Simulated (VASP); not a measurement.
Here is a VASP 6.6.1 calculation.

POSCAR

```
BeSe
1.0
    0.0000000000      2.5810353745      2.5810353745
    2.5810353745      0.0000000000      2.5810353745
    2.5810353745      2.5810353745      0.0000000000
Be Se
1 1
Direct
    0.0000000000      0.0000000000      0.0000000000
    0.2500000000      0.2500000000      0.2500000000
```

INCAR.step1

```
PREC = Accurate ; ENCUT = 660
ISMEAR = 0 ; SIGMA = 0.01
LREAL = F ; LASPH = T
NELM = 120 ; NBANDS = 11
GGA = PE ; ALGO = Normal
EDIFF = 1E-5 ; LWAVE = T
LCHARG = F ; GGA_COMPAT = F
```

INCAR.step2

```
PREC = Accurate ; ENCUT = 660
EDIFF = 1E-6 ; ISMEAR = 0
SIGMA = 0.01 ; LREAL = F
LASPH = T ; NELM = 120
ALGO = Normal ; ISIF = 2
LWAVE = F ; LCHARG = T
METAGGA = R2SCAN ; LMIXTAU = T
LELF = T ; LVHAR = T
NBANDS = 11 ; ISTART = 1
GGA_COMPAT = F
```

File KPOINTS:

```
regular mesh
0
Gamma
  6 6 6
```

Potentials or basis: VASP PAW PBE potentials, release 64 (Be, Se).

Run with:

```bash
$ cat potpaw_PBE.64/Be/POTCAR potpaw_PBE.64/Se/POTCAR > POTCAR
$ cp INCAR.step1 INCAR
$ mpirun -np 1 vasp_std > vasp.out
$ cp INCAR.step2 INCAR
$ mpirun -np 1 vasp_std > vasp.out
```

**Question.** What does it give for the band gap on the k mesh?

**Answer.** 3.12 eV (least direct gap 5.04 eV).

**Question.** What does it give for the pressure?

**Answer.** 0.3 GPa.

Caveat: the PAW data sets were made with another functional, which shifts forces and pressure a little. A k mesh can miss the band edges.
